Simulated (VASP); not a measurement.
Wanted: the native input for a VASP 6.6.1 run.

| Property | Result |
| --- | --- |
| Task | single point |
| Functional | r2SCAN |
| Potentials or basis | VASP PAW PBE potentials, release 64 (Mg, O) |
| Cutoff | 520 eV |
| k mesh | 12 × 12 × 12 |
| Occupations | gaussian, width 0.05 eV |
| Spin | no spin polarisation |
| Dipole correction | no |
| Further INCAR settings | ALGO = Normal; EDIFF = 1e-06; NBANDS = 14 |

Crystal: MgO2.

```xyz
3
Lattice="1.6048 0.9265 3.3542 -1.6048 0.9265 3.3542 0.0000 -1.8530 3.3542" Properties=species:S:1:pos:R:3 pbc="T T T"
Mg    0.0000    0.0000    0.0000
O     0.0000    0.0000    4.3147
O     0.0000    0.0000    5.7479
```

This cell differs from its parent crystal: strain +0.000 along x and y, -0.040 along z.

These files were run (other wordings do the same):

POSCAR

```
MgO2
1.0
    1.6047610160      0.9265092046      3.3542197199
   -1.6047610160      0.9265092046      3.3542197199
    0.0000000000     -1.8530184092      3.3542197199
Mg O
1 2
Direct
    0.0000000000      0.0000000000      0.0000000000
    0.4287860000      0.4287860000      0.4287860000
    0.5712140000      0.5712140000      0.5712140000
```

INCAR.step1

```
ALGO = Normal
EDIFF = 1E-4
ENCUT = 520
GGA = PE
ISMEAR = 0
LASPH = T
LCHARG = F
LREAL = F
LWAVE = T
NBANDS = 14
NELM = 100
PREC = Accurate
SIGMA = 0.05
```

INCAR.step2

```
ALGO = Normal
EDIFF = 1E-6
ENCUT = 520
ISIF = 2
ISMEAR = 0
ISTART = 1
LASPH = T
LCHARG = T
LELF = T
LMIXTAU = T
LREAL = F
LVHAR = T
LWAVE = F
METAGGA = R2SCAN
NBANDS = 14
NELM = 100
PREC = Accurate
SIGMA = 0.05
```

KPOINTS

```
k-points
0
Gamma
  12 12 12
```

Potentials or basis: VASP PAW PBE potentials, release 64 (Mg, O).

Launch:

```sh
$ cat potpaw_PBE.64/Mg/POTCAR potpaw_PBE.64/O/POTCAR > POTCAR
$ cp INCAR.step1 INCAR
$ mpirun -np 1 vasp_std > vasp.out
$ cp INCAR.step2 INCAR
$ mpirun -np 1 vasp_std > vasp.out
```

It gave:

The pressure is 2.6 GPa. The largest force is 1.448 eV/Å and the band gap on the k mesh is 3.79 eV (least direct gap 3.83 eV).

Caveat: the cell differs from its parent crystal (strain +0.000 along x and y, -0.040 along z); the PAW data sets were made with another functional, which shifts forces and pressure a little.

Wall time 8.6 min on 1 thread of Intel Xeon 8259CL (shared host), peak memory 0.22 GiB.
